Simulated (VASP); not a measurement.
# Os: relaxation of cell and atoms with PBE

Os:

```xyz
1
Lattice="-1.4213 1.4213 1.4213 1.4213 -1.4213 1.4213 1.4213 1.4213 -1.4213" Properties=species:S:1:pos:R:3 pbc="T T T"
Os    0.0000    0.0000    0.0000
```

This isn't the form of Os at room conditions, which is hcp.

```yaml
Program: VASP 6.6.1
Task: relaxation of cell and atoms
Functional: PBE
Potentials_or_basis: VASP PAW PBE potentials, release 64 (Os)
Cutoff: 600 eV
k_mesh: 19 × 19 × 19
Occupations: fermi-dirac, width 0.1 eV
Spin: no spin polarisation
Target_pressure: 160 GPa
Dipole_correction: no
Further_INCAR_settings: ALGO = Normal; EDIFF = 1e-06; IBRION = 2; EDIFFG = -0.005; NSW = 32; ISIF = 3
```

```json
{
 "Relaxed volume": "11.55 Å³/atom",
 "Relaxed cell": "a = 2.467 Å, b = 2.467 Å, c = 2.467 Å, α = 109.47°, β = 109.47°, γ = 109.47°",
 "Space group after relaxing (to 0.1 Å)": "Im-3m (No. 229)",
 "Energy change on relaxing (the run minimises the enthalpy)": "-70.1 meV/atom",
 "Ionic steps": "4",
 "Pressure after relaxing": "159.9 GPa",
 "Band gap on the k mesh": "zero (bands 4 and 5 overlap by 6.41 eV)"
}
```

The path:
```
step  energy change (eV)  largest force (eV/Å)  pressure (GPa)  volume (Å³)
   1              0.0000                0.0000          166.18        11.48
   2             -0.6347                0.0000          107.22        12.24
   3             -0.0722                0.0000          159.81        11.56
   4             -0.0701                0.0000          159.94        11.55
```

Final structure:
```cif
data_structure
_symmetry_space_group_name_H-M 'P 1'
_symmetry_Int_Tables_number 1
_cell_length_a 2.4666
_cell_length_b 2.4666
_cell_length_c 2.4666
_cell_angle_alpha 109.471
_cell_angle_beta 109.471
_cell_angle_gamma 109.471
_cell_volume 11.55
loop_
_atom_site_label
_atom_site_type_symbol
_atom_site_fract_x
_atom_site_fract_y
_atom_site_fract_z
_atom_site_occupancy
Os1 Os 0.00000 0.00000 0.00000 1
```

Levels at points of the mesh, in eV from the Fermi level:
```
           k point  band 2  band 3  band 4  band 5  band 6  band 7
(0.00, 0.00, 0.00)   -4.63   -4.63   -4.63   -0.24   -0.24   16.19
```

Run time: 38 s on 1 thread of Oxide Virtual Turin-like Processor (shared host), peak memory 0.12 GiB.

Caveat: the cell is relaxed towards a set pressure, so the run minimises the enthalpy, not the energy; spin-orbit coupling is left out, which moves the levels of the heavy elements.
